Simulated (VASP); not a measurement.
Here is a VASP 6.6.1 calculation.

Contents of INCAR:

```
SYSTEM = ZnO
  ALGO = Normal
  EDIFF = 1E-6
  ENCUT = 520
  GGA = PS
  ISIF = 2
  ISMEAR = 0
  LASPH = .TRUE.
  LCHARG = .FALSE.
  LREAL = .FALSE.
  LWAVE = .FALSE.
  NBANDS = 26
  NELM = 80
  PREC = Accurate
  SIGMA = 0.05
```

File KPOINTS:

```
k-points
0
G
  12 12 6
  0 0 0
```

File POSCAR:

```
ZnO
1.0
    3.2083484264      0.0000000000      0.0000000000
   -1.6041742132      2.7785112414      0.0000000000
    0.0000000000      0.0000000000      5.1793733088
Zn O
2 2
Direct
    0.3333333333      0.6666666667      0.0015876069
    0.6666666667      0.3333333333      0.5015876069
    0.3333333333      0.6666666667      0.3805123931
    0.6666666667      0.3333333333      0.8805123931
```

Potentials or basis: VASP PAW PBE potentials, release 64 (Zn, O).

Run with:

```console
$ cat potpaw_PBE.64/Zn/POTCAR potpaw_PBE.64/O/POTCAR > POTCAR
$ mpirun -np 1 vasp_std > vasp.out
```

Q: Predict the band gap on the k mesh.

A: 0.72 eV, direct.

Q: Estimate the pressure.

A: 4.1 GPa.

Forces on the atoms (eV/Å):
```
Zn   0.000  0.000  0.002
Zn   0.000  0.000  0.002
O    0.000  0.000 -0.002
O    0.000  0.000 -0.002
```

Caveat: the PAW data sets were made with another functional, which shifts forces and pressure a little.
